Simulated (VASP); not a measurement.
Wanted: the native input for a VASP 6.6.1 run.

```yaml
Task: single point
Functional: PBE
Potentials_or_basis: VASP PAW PBE potentials, release 64 (As, B)
Cutoff: 520 eV
k_mesh: 8 × 8 × 8
Occupations: fermi-dirac, width 0.05 eV
Spin: no spin polarisation
Dipole_correction: no
Further_INCAR_settings: ALGO = Normal; EDIFF = 1e-06; NBANDS = 11
```

The structure of BAs lies in POSCAR:

```
BAs
1.0
    0.0000000000      2.3885000000      2.3885000000
    2.3885000000      0.0000000000      2.3885000000
    2.3885000000      2.3885000000      0.0000000000
As B
1 1
Direct
    0.7500000000      0.7500000000      0.7500000000
    0.0000000000      0.0000000000      0.0000000000
```

One way to write it, as run:

INCAR

```
SYSTEM = BAs
PREC     = Accurate       ! precision mode
ENCUT    = 520            ! plane-wave cutoff, eV
EDIFF    = 1E-6           ! SCF threshold, eV
ISMEAR   = -1             ! smearing method
SIGMA    = 0.05           ! smearing width, eV
LREAL    = .False.        ! projectors in reciprocal space
LASPH    = .True.         ! aspherical terms in the spheres
NELM     = 80             ! most SCF steps
ALGO     = Normal         ! electronic algorithm
ISIF     = 2              ! what is computed and relaxed
LWAVE    = .False.        ! write WAVECAR
LCHARG   = .False.        ! write CHGCAR
GGA      = PE             ! functional
NBANDS   = 11             ! bands
```

KPOINTS

```
regular mesh
0
Gamma
  8 8 8
  0 0 0
```

Potentials or basis: VASP PAW PBE potentials, release 64 (As, B).

Launch:

```console
$ cat potpaw_PBE.64/As/POTCAR potpaw_PBE.64/B/POTCAR > POTCAR
$ mpirun -np 1 vasp_std > vasp.out
```

It gave:

The pressure is 3.4 GPa and the band gap on the k mesh is 1.19 eV, indirect (least direct gap 3.28 eV).

Wall time 6.9 s on 1 thread of Intel Xeon 6975P-C, on a shared host, peak memory 0.16 GiB.
